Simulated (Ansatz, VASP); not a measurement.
**Two plane-wave programs on ScGa3P2**

```xyz
6
Lattice="5.1557 0.0000 0.0000 -2.5778 4.4649 0.0000 0.0000 0.0000 4.7419" Properties=species:S:1:pos:R:3 pbc="T T T"
Sc    0.0000    0.0000    0.0000
Ga    2.5778    0.0000    2.3710
Ga   -1.2889    2.2325    2.3710
Ga    1.2889    2.2325    2.3710
P     2.5778    1.4883    0.0000
P     0.0000    2.9766    0.0000
```

Change from the starting cell: species swapped into the NdB2Rh3 type (P6/mmm, No. 191).

Alike in both runs: functional PBE; k mesh 6 × 6 × 4; occupations gaussian, width 0.1 eV; no spin polarisation.

Ansatz relaxed the structure, and its values are those at the end. VASP's run is a single point on that final structure, the one shown.

|  | VASP | Ansatz |
| --- | --- | --- |
| version | VASP 6.6.1 | Ansatz 0.2.0 |
| potentials or method | VASP PAW PBE potentials, release 64 (Sc_sv, Ga_d, P), cutoff 520 eV | scalar-relativistic, plane waves, PAW |
| valence electrons in the cell | 60 | 60 |

|  | VASP | Ansatz | Ansatz less VASP |
| --- | --- | --- | --- |
| gap on the k mesh at the Fermi level (eV) | none | none | - |
| pressure (GPa) | 0.2 | 0.0 | -0.11 |

A gap of «none» marks a metal or a gap that the smearing closes. The functional is the same, so the differences come from potentials, cutoffs and numerics.
